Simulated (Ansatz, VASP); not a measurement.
## Two plane-wave programs on TiB2

The input INCAR:

```
SYSTEM = TiB2
  PREC = Accurate
  ENCUT = 520
  EDIFF = 1E-7
  ISMEAR = 0
  SIGMA = 0.1
  LREAL = .FALSE.
  LASPH = .TRUE.
  NELM = 60
  ALGO = Normal
  ISIF = 2
  LWAVE = .FALSE.
  LCHARG = .FALSE.
  GGA = PE
  NBANDS = 27
```

File KPOINTS:

```
regular mesh
0
G
  6 6 6
  0 0 0
```

POSCAR

```
TiB2
1.0
   -2.2403071100      2.6340955000      2.9844799800
    2.2403071100     -2.6340955000      2.9844799800
    2.2403071100      2.6340955000     -2.9844799800
Ti B
2 4
Direct
    0.5000000000      0.0000000000      0.5000000000
    0.5000000000      0.5000000000      0.0000000000
    0.7842565600      0.6844480100      0.4687045700
    0.2157434400      0.3155519900      0.5312954300
    0.2157434400      0.6844480100      0.9001914600
    0.7842565600      0.3155519900      0.0998085400
```

Input for Ansatz:

```yaml
crystal:
  lattice:
    - [-2.24030711, 2.6340955, 2.98447998]
    - [2.24030711, -2.6340955, 2.98447998]
    - [2.24030711, 2.6340955, -2.98447998]
  atoms:
    - { symbol: Ti, position: [0.5, 0.0, 0.5] }
    - { symbol: Ti, position: [0.5, 0.5, 0.0] }
    - { symbol: B, position: [0.78425656, 0.68444801, 0.46870457] }
    - { symbol: B, position: [0.21574344, 0.31555199, 0.53129543] }
    - { symbol: B, position: [0.21574344, 0.68444801, 0.90019146] }
    - { symbol: B, position: [0.78425656, 0.31555199, 0.09980854] }
basis:
  ecutwfc: 420
kpoints:
  mp_grid: { grid: [6, 6, 6] }
hamiltonian:
  xc: pbe
scf:
  occupations: { method: gaussian, width: 0.1 }
  lower_state_search: "off"
output:
  forces: true
  stress: true
  eigenvalues: true
```

Alike in both runs: task single point; functional PBE; k mesh 6 × 6 × 6; occupations gaussian, width 0.1 eV; no spin polarisation.

|  | VASP | Ansatz |
| --- | --- | --- |
| version | VASP 6.6.1 | Ansatz 0.2.0 |
| potentials or method | VASP PAW PBE potentials, release 64 (Ti_sv, B), cutoff 520 eV | scalar-relativistic, plane waves, PAW |
| valence electrons in the cell | 36 | 36 |

```csv
,VASP,Ansatz,Ansatz less VASP
gap on the k mesh at the Fermi level (eV),none,none,-
rms of the force components (eV/Å),4.488,4.511,+0.0229
```

Atom by atom the forces differ by 0.025 eV/Å (rms over components). A gap of «none» marks a metal or a gap that the smearing closes. With one functional, cell and mesh, what is left measures potentials, basis and numerics.
